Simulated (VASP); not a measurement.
Write the native input for VASP 6.6.1 that does the following.

| Property | Result |
| --- | --- |
| Task | single point |
| Functional | PBE |
| Potentials or basis | VASP PAW PBE potentials, release 64 (Al, O) |
| Cutoff | 520 eV |
| k mesh | 6 × 6 × 6 |
| Occupations | gaussian, width 0.05 eV |
| Spin | no spin polarisation |
| Dipole correction | no |
| Further INCAR settings | ALGO = Normal; EDIFF = 1e-07; NBANDS = 35 |

The structure of Al2O3 lies in POSCAR:

```
Al2O3
1.0
    2.4040892951      1.3880016017      4.3737619113
   -2.4040892951      1.3880016017      4.3737619113
    0.0000000000     -2.7760032034      4.3737619113
Al O
4 6
Direct
    0.8445081524      0.8445081524      0.8445081524
    0.6554918476      0.6554918476      0.6554918476
    0.1554918476      0.1554918476      0.1554918476
    0.3445081524      0.3445081524      0.3445081524
    0.0561574040      0.4438425960      0.7500000000
    0.7500000000      0.0561574040      0.4438425960
    0.4438425960      0.7500000000      0.0561574040
    0.9438425960      0.5561574040      0.2500000000
    0.2500000000      0.9438425960      0.5561574040
    0.5561574040      0.2500000000      0.9438425960
```

This cell differs from its parent crystal: c/a of the conventional cell at fixed volume 2.7290.

The input as run:

INCAR

```
  PREC = Accurate
  ENCUT = 520
  EDIFF = 1E-7
  ISMEAR = 0
  SIGMA = 0.05
  LREAL = False
  LASPH = True
  NELM = 60
  ALGO = Normal
  ISIF = 2
  LWAVE = False
  LCHARG = True
  GGA = PE
  LELF = True
  LVHAR = True
  NBANDS = 35
```

KPOINTS

```
regular mesh
0
Gamma
  6 6 6
```

Potentials or basis: VASP PAW PBE potentials, release 64 (Al, O).

Run with:

```bash
$ cat potpaw_PBE.64/Al/POTCAR potpaw_PBE.64/O/POTCAR > POTCAR
$ mpirun -np 1 vasp_std > vasp.out
```

It gave:

The pressure is 1.3 GPa. The largest force is 1.883 eV/Å and the band gap on the k mesh is 6.00 eV, direct.

Caveat: forces of over 1 eV/Å act on the atoms, so gaps and moduli don't describe the material at rest.

It took 76 s on 1 thread of AMD EPYC 9R45 96-Core Processor (Zen 5), with other jobs on the host, peak memory 0.23 GiB.
